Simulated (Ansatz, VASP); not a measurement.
**BN in VASP and in Ansatz**

```
B N
1.0
     1.81235   -1.81235    0.00000
     1.81235    0.00000   -1.81235
     9.36368    6.19225    6.19225
B N
6 6
Direct
  0.76913 0.76913 0.39580
  0.19968 0.19968 0.22913
  0.33858 0.33858 0.56247
  0.47748 0.47748 0.89580
  0.90803 0.90803 0.72913
  0.63023 0.63023 0.06247
  0.41149 0.41149 0.43747
  0.84204 0.84204 0.27080
  0.98094 0.98094 0.60413
  0.11984 0.11984 0.93747
  0.55039 0.55039 0.77080
  0.27259 0.27259 0.10413
```

Alike in both runs: task single point; functional PBE; k mesh 10 × 10 × 2; occupations gaussian, width 0.05 eV; no spin polarisation.

|  | VASP | Ansatz |
| --- | --- | --- |
| version | VASP 6.6.1 | Ansatz 0.2.0 |
| potentials or method | VASP PAW PBE potentials, release 64 (B, N), cutoff 520 eV | scalar-relativistic, plane waves, PAW |
| valence electrons in the cell | 48 | 48 |

Ansatz gave:

- gap on the k mesh at the Fermi level (eV): 2.56
- least direct gap on the mesh (eV): 3.99
- pressure (GPa): -0.2
- traceless stress, the component that is largest in VASP (GPa): 7.23
- rms of the force components (eV/Å): 0.421

What did VASP give for the same quantities?

gap on the k mesh at the Fermi level (eV): 2.56; least direct gap on the mesh (eV): 3.98; pressure (GPa): 0.0; traceless stress, the component that is largest in VASP (GPa): 7.21; rms of the force components (eV/Å): 0.419.

Atom by atom the forces differ by 0.003 eV/Å (rms over components).
